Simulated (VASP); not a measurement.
Input of a VASP 6.6.1 run:

File POSCAR:

```
MoS2
1.0
    3.1600000000      0.0000000000      0.0000000000
   -1.5800000000      2.7366402800      0.0000000000
    0.0000000000      0.0000000000     12.2940000000
Mo S
2 4
Direct
    0.3333333300      0.6666666700      0.2500000000
    0.6666666700      0.3333333300      0.7500000000
    0.3333333300      0.6666666700      0.6210000000
    0.6666666700      0.3333333300      0.3790000000
    0.6666666700      0.3333333300      0.1210000000
    0.3333333300      0.6666666700      0.8790000000
```

The input INCAR.step1:

```
PREC     = Accurate       # precision mode
ENCUT    = 520            # plane-wave cutoff, eV
EDIFF    = 1E-5           # SCF threshold, eV
ISMEAR   = 0              # smearing method
SIGMA    = 0.03           # smearing width, eV
LREAL    = F              # projectors in reciprocal space
LASPH    = T              # aspherical terms in the spheres
NELM     = 80             # most SCF steps
ALGO     = Normal         # electronic algorithm
ISIF     = 2              # what is computed and relaxed
LWAVE    = T              # write WAVECAR
GGA      = PE             # functional
NBANDS   = 35             # bands
KPAR     = 4
```

The input INCAR.step2:

```
PREC     = Accurate       # precision mode
ENCUT    = 520            # plane-wave cutoff, eV
EDIFF    = 1E-6           # SCF threshold, eV
ISMEAR   = 0              # smearing method
SIGMA    = 0.03           # smearing width, eV
LREAL    = F              # projectors in reciprocal space
LASPH    = T              # aspherical terms in the spheres
NELM     = 80             # most SCF steps
ALGO     = Normal         # electronic algorithm
ISIF     = 2              # what is computed and relaxed
LWAVE    = F              # write WAVECAR
LCHARG   = T              # write CHGCAR
GGA      = PE             # functional
LHFCALC  = T              # exact exchange
HFSCREEN = 0.2079         # screening, 1/A
PRECFOCK = Fast         
LVHAR    = T            
ISTART   = 1            
NBANDS   = 35             # bands
KPAR     = 4
```

Contents of KPOINTS:

```
regular mesh
0
Gamma
  6 6 2
```

Potentials or basis: VASP PAW PBE potentials, release 64 (Mo_sv, S).

Run with:

```console
$ cat potpaw_PBE.64/Mo_sv/POTCAR potpaw_PBE.64/S/POTCAR > POTCAR
$ cp INCAR.step1 INCAR
$ mpirun -np 4 vasp_std > vasp.out
$ cp INCAR.step2 INCAR
$ mpirun -np 4 vasp_std > vasp.out
```

Q: What does it give for the largest force?

A: 0.987 eV/Å.

Q: Predict the band gap on the k mesh.

A: 1.42 eV (least direct gap 2.18 eV).

Q: Predict the pressure.

A: -4.2 GPa.

Stress tensor (GPa, compression positive):
```
-3.24  0.00  0.00
 0.00 -3.24  0.00
 0.00  0.00 -6.16
```

Caveat: the cell stands under tension; the PAW data sets were made with another functional, which shifts forces and pressure a little; this functional lacks dispersion, which binds layers or chains, so the pressure and a relaxed spacing across them are unreliable. A k mesh can miss the band edges.
